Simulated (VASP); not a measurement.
# Al32H (a cell with a defect) in VASP: single point with PBEsol

Aim: the single point of Al32H (a cell with a defect) with PBEsol.

All numbers are computed with VASP 6.6.1; they aren't measurements. Logs are shortened: lines on timing, memory, paths and dates and some standing lists are left out, and cuts for length are marked.

### 1 The cell of the first run

The cell holds a defect, 33 atoms: a = 8.100 Å, b = 8.100 Å, c = 8.100 Å, α = 90.00°, β = 90.00°, γ = 90.00°.

### 2 Single point, PBEsol

Input file INCAR:

```
SYSTEM = Al32H
  ALGO = Normal
  EDIFF = 1E-7
  ENCUT = 520
  GGA = PS
  ISIF = 2
  ISMEAR = 0
  LASPH = .TRUE.
  LCHARG = .FALSE.
  LREAL = Auto
  LWAVE = .FALSE.
  NBANDS = 70
  NELM = 60
  PREC = Accurate
  SIGMA = 0.15
```

Input file KPOINTS:

```
k-points
0
G
  3 3 3
  0 0 0
```

Input file POSCAR:

```
Al32H
1.0
    8.1000000000      0.0000000000      0.0000000000
    0.0000000000      8.1000000000      0.0000000000
    0.0000000000      0.0000000000      8.1000000000
Al H
32 1
Direct
    0.5009480247      0.0009881481      0.0011166667
    0.7498386420      0.2517640741      0.0019098765
    0.7498388889      0.0017903704      0.2518877778
   -0.0025728395      0.0041349383      0.0042545679
    0.2504283951      0.2502586420      0.0020872840
    0.5013782716      0.5001239506      0.0032418519
    0.7512648148      0.7511580247      0.0019795062
    0.2504250617      0.0019606173      0.2504009877
    0.5008686420      0.2512209877      0.2513432099
    0.7503286420      0.5007337037      0.2511848148
    0.5013760494      0.0031256790      0.5002529630
    0.7503271605      0.2510649383      0.5008538272
    0.7512522222      0.0018581481      0.7512825926
    0.0006575309      0.5006593827      0.0008728395
    0.2587180247      0.7434608642      0.0164932099
   -0.0002606173      0.2516864198      0.2518098765
    0.2500058025      0.4988114815      0.2549243210
    0.5025456790      0.7515179012      0.2550156790
    0.0006519753      0.0007486420      0.5007938272
    0.2500045679      0.2547862963      0.4989506173
    0.4999687654      0.5012371605      0.5013686420
    0.7462583951      0.7513553086      0.4982751852
    0.2586787654      0.0163067901      0.7436018519
    0.5025300000      0.2548733333      0.7516396296
    0.7462583951      0.4981517284      0.7514767901
   -0.0001382716      0.7511114815      0.2500008642
   -0.0016169136      0.4998413580      0.4999632099
    0.2490271605      0.7522843210      0.5013520988
   -0.0001456790      0.2498769136      0.7512302469
    0.2490244444      0.5012124691      0.7524158025
    0.5004530864      0.7521758025      0.7523035802
   -0.0165307407      0.7424487654      0.7425566667
    0.1659016049      0.8334597531      0.8336824691
```

Potentials or basis: VASP PAW PBE potentials, release 64 (Al, H).

Launch:

```sh
$ cat potpaw_PBE.64/Al/POTCAR potpaw_PBE.64/H/POTCAR > POTCAR
$ mpirun -np 1 vasp_std > vasp.out
```

OUTCAR:

```text
SYSTEM = Al32H
   EDIFF = 1E-7
   ENCUT = 520
   GGA = PS
   ISIF = 2
   ISMEAR = 0
   LASPH = .TRUE.
   LREAL = Auto
   NELM = 60
   PREC = Accurate

 ion  position               nearest neighbor table
   1  0.501  0.001  0.001-  31 2.85   3 2.86   2 2.86   5 2.86   8 2.86  13 2.86   7 2.86   9 2.87
                            15 2.87  23 2.87  24 2.88  18 2.88
   2  0.750  0.252  0.002-   4 2.84   6 2.85  25 2.85  24 2.85  10 2.85   9 2.85   1 2.86  14 2.86
                            16 2.86   3 2.86  13 2.87  29 2.87
   3  0.750  0.002  0.252-   4 2.84  11 2.85  22 2.85  18 2.85  12 2.85   9 2.85   1 2.86  19 2.86
                            16 2.86   2 2.86   7 2.87  26 2.87
   4  0.997  0.004  0.004-  16 2.84   2 2.84   3 2.84  29 2.86  26 2.86   5 2.86   7 2.86   8 2.86
                            13 2.86  23 2.99  15 2.99  32 3.00
   5  0.250  0.250  0.002-  23 2.82   8 2.84   4 2.86   9 2.86   1 2.86  14 2.86  16 2.87  30 2.87
                             6 2.87  17 2.87  29 2.87  24 2.88
   6  0.501  0.500  0.003-  15 2.79  25 2.84   2 2.85  10 2.85  24 2.85   9 2.85   5 2.87   7 2.87
                            31 2.88  17 2.88  18 2.88  30 2.88
   7  0.751  0.751  0.002-  32 2.82  26 2.84   4 2.86  10 2.86  14 2.86   1 2.86  31 2.87   3 2.87
                             6 2.87  13 2.87  18 2.87  25 2.88
   8  0.250  0.002  0.250-  15 2.82   5 2.84   4 2.86   9 2.86   1 2.86  19 2.86  16 2.87  28 2.87
                            11 2.87  20 2.87  26 2.87  18 2.88
   9  0.501  0.251  0.251-   6 2.85  11 2.85   3 2.85   2 2.85  17 2.86  20 2.86  12 2.86  10 2.86
[... 32 lines left out ...]
                             7 2.88  27 2.88  14 2.89  22 2.90
  26  1.000  0.751  0.250-  15 2.82   7 2.84   4 2.86  14 2.86  10 2.86  19 2.87  28 2.87   3 2.87
                            27 2.87   8 2.87  22 2.87  17 2.88
  27  0.998  0.500  0.500-  32 2.78  16 2.84  17 2.84  20 2.85  12 2.85  10 2.85  29 2.87  26 2.87
                            28 2.88  30 2.88  25 2.88  22 2.88
  28  0.249  0.752  0.501-  19 2.85  18 2.86  17 2.86  26 2.87   8 2.87  21 2.88  30 2.88  31 2.88
                            27 2.88  11 2.88  23 2.90  32 2.91
  29  1.000  0.250  0.751-  23 2.82  13 2.84   4 2.86  19 2.86  12 2.86  14 2.87  30 2.87   2 2.87
                            27 2.87   5 2.87  25 2.87  20 2.88
  30  0.249  0.501  0.752-  14 2.85  24 2.86  20 2.86  29 2.87   5 2.87  21 2.88  28 2.88  31 2.88
                            27 2.88   6 2.88  15 2.90  32 2.91
  31  0.500  0.752  0.752-   1 2.85  25 2.86  22 2.86  13 2.87   7 2.87  21 2.87  28 2.88  30 2.88
                             6 2.88  11 2.88  23 2.90  15 2.90
  32  0.983  0.742  0.743-  33 1.81  22 2.76  25 2.76  27 2.78  13 2.82   7 2.82  19 2.87  14 2.87
                            28 2.91  30 2.91   4 3.00  23 3.14  15 3.15
  33  0.166  0.833  0.834-  32 1.81  15 1.81  23 1.81

  LATTYP: Found a simple cubic cell.
 ALAT       =     8.1000000000

  Lattice vectors:

 A1 = (   8.1000000000,   0.0000000000,   0.0000000000)
 A2 = (   0.0000000000,   8.1000000000,   0.0000000000)
 A3 = (   0.0000000000,   0.0000000000,   8.1000000000)

Analysis of symmetry for initial positions (statically):
=====================================================================
 Subroutine PRICEL returns:
 Original cell was already a primitive cell.

 Routine SETGRP: Setting up the symmetry group for a
 simple cubic supercell.

 Subroutine GETGRP returns: Found  1 space group operations
 (whereof  1 operations were pure point group operations)
 out of a pool of 48 trial point group operations.

The static configuration has the point symmetry C_1 .

Analysis of symmetry for dynamics (positions and initial velocities):
=====================================================================
 Subroutine PRICEL returns:
 Original cell was already a primitive cell.

 Routine SETGRP: Setting up the symmetry group for a
 simple cubic supercell.

 Subroutine GETGRP returns: Found  1 space group operations
 (whereof  1 operations were pure point group operations)
 out of a pool of 48 trial point group operations.

The dynamic configuration has the point symmetry C_1 .

 Subroutine INISYM returns: Found  1 space group operations
 (whereof  1 operations are pure point group operations),
 and found     1 'primitive' translations

----------------------------------------------------------------------------------------

                                     Primitive cell

  volume of cell :     531.4410

  direct lattice vectors                    reciprocal lattice vectors
     8.100000000  0.000000000  0.000000000     0.123456790  0.000000000  0.000000000
     0.000000000  8.100000000  0.000000000     0.000000000  0.123456790  0.000000000
     0.000000000  0.000000000  8.100000000     0.000000000  0.000000000  0.123456790

  length of vectors
[... 90 lines left out ...]

  Shift w.r.t. Gamma in fractional coordinates (k-lattice)
     0.000000000  0.000000000  0.000000000

 Subroutine IBZKPT returns following result:
 ===========================================

 Found     14 irreducible k-points:

 Following reciprocal coordinates:
            Coordinates               Weight
  0.000000  0.000000  0.000000      1.000000
  0.333333  0.000000  0.000000      2.000000
  0.000000  0.333333  0.000000      2.000000
  0.000000  0.000000  0.333333      2.000000
  0.333333  0.333333  0.000000      2.000000
  0.000000  0.333333  0.333333      2.000000
  0.333333  0.000000  0.333333      2.000000
 -0.333333  0.333333  0.000000      2.000000
 -0.333333  0.000000  0.333333      2.000000
  0.000000 -0.333333  0.333333      2.000000
  0.333333  0.333333  0.333333      2.000000
 -0.333333  0.333333  0.333333      2.000000
 -0.333333 -0.333333  0.333333      2.000000
  0.333333 -0.333333  0.333333      2.000000
   k-points           NKPTS =     14   k-points in BZ     NKDIM =     14   number of bands    NBANDS=     70
   number of dos      NEDOS =    301   number of ions     NIONS =     33
   total plane-waves  NPLWV = 216000
   dimension x,y,z NGX =    60 NGY =   60 NGZ =   60
   dimension x,y,z NGXF=   120 NGYF=  120 NGZF=  120
   ions per type =              32   1
   NGX,Y,Z   is equivalent  to a cutoff of  12.31, 12.31, 12.31 a.u.
   NGXF,Y,Z  is equivalent  to a cutoff of  24.63, 24.63, 24.63 a.u.
 SYSTEM =  Al32H
   PREC   = accura    normal or accurate (medium, high low for compatibility)
   ISTART =      0    job   : 0-new  1-cont  2-samecut
   ICHARG =      2    charge: 1-file 2-atom 10-const
   ISPIN  =      1    spin polarized calculation?
   LNONCOLLINEAR =      F non collinear calculations
   LSORBIT =      F    spin-orbit coupling
   LASPH  =      T    aspherical Exc in radial PAW
   ENCUT  =  520.0 eV  38.22 Ry    6.18 a.u.  15.06 15.06 15.06*2*pi/ulx,y,z
   NELM   =     60;   NELMIN=  2; NELMDL= -5     # of ELM steps
   EDIFF  = 0.1E-06   stopping-criterion for ELM
   LREAL  =      T    real-space projection
   EDIFFG = 0.1E-05   stopping-criterion for IOM
   NSW    =      0    number of steps for IOM
   IBRION =     -1    ionic relax: 0-MD 1-quasi-New 2-CG
   NFREE  =      0    steps in history (QN), initial steepest desc. (CG)
   ISIF   =      2    stress and relaxation
   ISYM   =      2    0-nonsym 1-usesym 2-fastsym
   POTIM  = 0.5000    time-step for ionic-motion
   TEBEG  =    0.0;   TEEND  =   0.0 temperature during run
   PSTRESS=    0.0 pullay stress
   NELECT =      97.0000    total number of electrons
   NUPDOWN=      -1.0000    fix difference up-down
   EMIN   =  10.00;   EMAX   =-10.00  energy-range for DOS
   EFERMI =   0.00;   METHOD = LEGACY
   ISMEAR =     0;   SIGMA  =   0.15  broadening in eV -4-tet -1-fermi 0-gaus
   EFERMI_NEDOS =   21; number of points for ismear=-14 and -15
   IALGO  =     38    algorithm
   IMIX   =      4    mixing-type and parameters
     AMIX     =   0.40;   BMIX     =  1.00
     AMIX_MAG =   1.60;   BMIX_MAG =  1.00
  volume/ion in A,a.u.               =      16.10       108.68
  Fermi-wavevector in a.u.,A,eV,Ry     =   0.928639  1.754874 11.733269  0.862371
  Thomas-Fermi vector in A             =   2.054837
   LORBIT       =      0    0 simple, 1 ext, 2 COOP (PROOUT), +10 PAW based schemes
   GGA     = PS    functional components
   LHFCALC =     F    Hartree Fock is set to
   AEXX    =    0.0000 exact exchange contribution
   IVDW    =     0    specifies the selected vdW correction
   LEPSILON=     F    determine dielectric tensor
   LRPA    =     F    only Hartree local field effects (RPA)
 non-spin polarized calculation
 Gauss-broadening in eV      SIGMA  =   0.15
  energy-cutoff  :      520.00
  volume of cell :      531.44
 maximum number of plane-waves:     14358
   NGX = 31   NGY = 31   NGZ = 31

 number of electron      96.9999998 magnetization

 Free energy of the ion-electron system (eV)
  ---------------------------------------------------
  ext. energy  EPLUGINS =         0.00000000
  ---------------------------------------------------
  free energy    TOTEN  =      -134.28600365 eV

  energy without entropy =     -134.19500654  energy(sigma->0) =     -134.24050510

 E-fermi :   7.7936     XC(G=0): -10.2546

 val. band max:        7.6709081463   @ k =  -0.3333  -0.3333   0.3333
 cond. band min:       7.8014586279   @ k =   0.0000   0.3333   0.0000
 fundamental gap:      0.1305504816
 Fermi energy:         7.7935944556

 k-point     1 :       0.0000    0.0000    0.0000
  band No.  band energies     occupation
      1      -3.3024      2.00000
      2      -1.5645      2.00000
      3      -0.9982      2.00000
      4      -0.9971      2.00000
      5      -0.9586      2.00000
      6      -0.9576      2.00000
[... 871 lines left out ...]
     59       9.6861      0.00000
     60       9.7034      0.00000
 [bands above 60 left out]

------------------------ aborting loop because EDIFF is reached ----------------------------------------

  FORCE on cell =-STRESS in cart. coord.  units (eV):
  Direction    XX          YY          ZZ          XY          YZ          ZX
  --------------------------------------------------------------------------------------
  -------------------------------------------------------------------------------------
  Total       -3.1096300     -3.1517270     -3.1430814      0.6808620     -0.6160258      0.6852500
  in kB       -9.3748482     -9.5017614     -9.4756966      2.0526487     -1.8571818      2.0658774
  external PRESSURE =      -9.4507688 kB  Pullay stress =       0.0000000 kB

 VOLUME and BASIS-vectors are now :
 -----------------------------------------------------------------------------
  energy-cutoff  :      520.00
  volume of cell :      531.44
      direct lattice vectors                 reciprocal lattice vectors
     8.100000000  0.000000000  0.000000000     0.123456790  0.000000000  0.000000000
     0.000000000  8.100000000  0.000000000     0.000000000  0.123456790  0.000000000
     0.000000000  0.000000000  8.100000000     0.000000000  0.000000000  0.123456790

 POSITION                                       TOTAL-FORCE (eV/Angst)
 -----------------------------------------------------------------------------------
      4.05768      0.00800      0.00905         0.007357     -0.002015     -0.001375
      6.07369      2.03929      0.01547        -0.000574     -0.001529     -0.004488
      6.07370      0.01450      2.04029        -0.000050     -0.003763     -0.002618
      8.07916      0.03349      0.03446         0.003073     -0.004563     -0.005306
      2.02847      2.02710      0.01691         0.000673     -0.009778     -0.002691
      4.06116      4.05100      0.02626         0.008542     -0.011002      0.000060
[... 25 lines left out ...]
      7.96610      6.01383      6.01471         0.010452     -0.018400     -0.018236
      1.34380      6.75102      6.75283        -0.113933      0.127475      0.125859
 -----------------------------------------------------------------------------------
    total drift:                                0.011440      0.059538      0.073600

  FREE ENERGIE OF THE ION-ELECTRON SYSTEM (eV)
  ---------------------------------------------------
  free  energy   TOTEN  =      -134.2860036528 eV

  energy  without entropy=     -134.1950065399  energy(sigma->0) =     -134.24050510
```

Run time: 13 min. Hardware: 1 thread of Intel Xeon 6975P-C, shared host; peak memory 0.66 GiB.

Results:

| Item | Value |
| --- | --- |
| Free energy | -134.2860 eV |
| Pressure | -0.9 GPa |
| Largest force | 0.212 eV/Å |

Forces in eV/Å, atoms in the order of the input:
```
Al   0.007 -0.002 -0.001
Al  -0.001 -0.002 -0.004
Al   0.000 -0.004 -0.003
Al   0.003 -0.005 -0.005
Al   0.001 -0.010 -0.003
Al   0.009 -0.011  0.000
Al   0.009 -0.003 -0.004
Al   0.002 -0.003 -0.009
Al   0.003 -0.002 -0.002
Al   0.004  0.000  0.000
Al   0.009  0.000 -0.011
Al   0.004  0.001  0.000
Al   0.007 -0.005 -0.003
Al   0.006 -0.002 -0.002
Al   0.012 -0.028  0.000
Al   0.003  0.000 -0.001
Al   0.002 -0.012  0.001
Al   0.011 -0.007  0.000
Al   0.006 -0.001 -0.002
Al   0.002  0.000 -0.010
Al   0.002  0.000  0.000
Al  -0.003 -0.004 -0.006
Al   0.012  0.001 -0.028
Al   0.010 -0.001 -0.006
Al  -0.003 -0.008 -0.004
Al   0.001  0.004 -0.007
Al  -0.008 -0.009 -0.010
Al  -0.002  0.001  0.005
Al   0.001 -0.008  0.003
Al  -0.002  0.005  0.001
Al  -0.006  0.003  0.002
Al   0.010 -0.018 -0.018
H   -0.114  0.127  0.126
```

Stress tensor (GPa, compression positive):
```
-0.94  0.21  0.21
 0.21 -0.95 -0.19
 0.21 -0.19 -0.95
```

Caveat: the PAW data sets were made with another functional, which shifts forces and pressure a little.
